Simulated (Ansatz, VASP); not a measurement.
## ZnS: VASP beside Ansatz

File INCAR:

```
PREC = Accurate
ENCUT = 520
EDIFF = 1E-7
ISMEAR = -1
SIGMA = 0.02
LREAL = F
LASPH = T
NELM = 60
ALGO = Normal
ISIF = 2
LWAVE = F
LCHARG = F
GGA = PE
NBANDS = 26
```

KPOINTS

```
regular mesh
0
Gamma
  12 12 6
```

POSCAR

```
ZnS
1.0
    3.8109987816      0.0000000000      0.0000000000
   -1.9054993908      3.3004217586      0.0000000000
    0.0000000000      0.0000000000      6.2340000000
Zn S
2 2
Direct
    0.3333333333      0.6666666667      0.0000000000
    0.6666666667      0.3333333333      0.5000000000
    0.4197589053      0.7098794526      0.3700915888
    0.7530922386      0.3765461193      0.8700915888
```

Input for Ansatz:

```yaml
crystal:
  lattice:
    - [3.8109987816, 0.0, 0.0]
    - [-1.9054993908, 3.3004217586, 0.0]
    - [0.0, 0.0, 6.234]
  atoms:
    - { symbol: Zn, position: [0.3333333333, 0.6666666667, 0.0] }
    - { symbol: Zn, position: [0.6666666667, 0.3333333333, 0.5] }
    - { symbol: S, position: [0.4197589053, 0.7098794526, 0.3700915888] }
    - { symbol: S, position: [0.7530922386, 0.3765461193, 0.8700915888] }
basis:
  ecutwfc: 420
kpoints:
  mp_grid: { grid: [12, 12, 6] }
hamiltonian:
  xc: pbe
scf:
  occupations: { method: fermi_dirac, width: 0.02 }
output:
  forces: true
  stress: true
  eigenvalues: true
```

Change from the starting cell: all S atoms moved -0.300 Å, as atom 3 towards its neighbour atom 2 (Zn) at 2.314 Å.

Alike in both runs: task single point; functional PBE; k mesh 12 × 12 × 6; occupations fermi-dirac, width 0.02 eV; no spin polarisation.

|  | VASP | Ansatz |
| --- | --- | --- |
| version | VASP 6.6.1 | Ansatz 0.2.0 |
| potentials or method | VASP PAW PBE potentials, release 64 (Zn, S), cutoff 520 eV | scalar-relativistic, plane waves, PAW |
| valence electrons in the cell | 36 | 36 |

Ansatz gave:

| Quantity | Value |
| --- | --- |
| gap on the k mesh at the Fermi level (eV) | 2.15 |
| least direct gap on the mesh (eV) | 2.15 |
| pressure (GPa) | 4.9 |
| traceless stress, the component that is largest in VASP (GPa) | 4.28 |
| rms of the force components (eV/Å) | 1.177 |

**Question.** What did VASP give for the same quantities?

**Answer.** gap on the k mesh at the Fermi level (eV): 2.16; least direct gap on the mesh (eV): 2.16; pressure (GPa): 5.1; traceless stress, the component that is largest in VASP (GPa): 4.32; rms of the force components (eV/Å): 1.183.

Atom by atom the forces differ by 0.007 eV/Å (rms over components).
